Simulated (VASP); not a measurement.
Here is a VASP 6.6.1 calculation.

File INCAR:

```
SYSTEM = PtS2
ALGO = Normal
EDIFF = 1E-7
ENCUT = 520
GGA = PE
GGA_COMPAT = .FALSE.
ISIF = 2
ISMEAR = 0
LASPH = .TRUE.
LCHARG = .FALSE.
LMAXMIX = 4
LNONCOLLINEAR = .TRUE.
LORBIT = 11
LORBMOM = .TRUE.
LREAL = .FALSE.
LSORBIT = .TRUE.
LWAVE = .FALSE.
MAGMOM = 0 0 0 0 0 0 0 0 0
NBANDS = 35
NELM = 150
PREC = Accurate
SIGMA = 0.05
```

The input KPOINTS:

```
k-points
0
G
  8 8 4
  0 0 0
```

The input POSCAR:

```
PtS2
1.0
    3.5770476896      0.0000000000      0.0000000000
   -1.7885238448      3.0978141698      0.0000000000
    0.0000000000      0.0000000000      6.8721452911
Pt S
1 2
Direct
    0.0000000000      0.0000000000      0.0000000000
    0.3333333333      0.6666666667      0.1789006176
    0.6666666667      0.3333333333      0.8210993824
```

Potentials or basis: VASP PAW PBE potentials, release 64 (Pt, S).

The run is started by

```console
$ cat potpaw_PBE.64/Pt/POTCAR potpaw_PBE.64/S/POTCAR > POTCAR
$ mpirun -np 1 vasp_ncl > vasp.out
```

Problem. What does it give for the pressure?

Solution. -0.3 GPa.

Problem. What does it give for the largest force?

Solution. 0.017 eV/Å.

Moments on the atoms (μB; x, y, z):
```
Pt  0.00 0.00 0.00
S   0.00 0.00 0.00
S   0.00 0.00 0.00
```

Caveat: this functional lacks dispersion, which binds layers or chains, so the pressure and a relaxed spacing across them are unreliable.
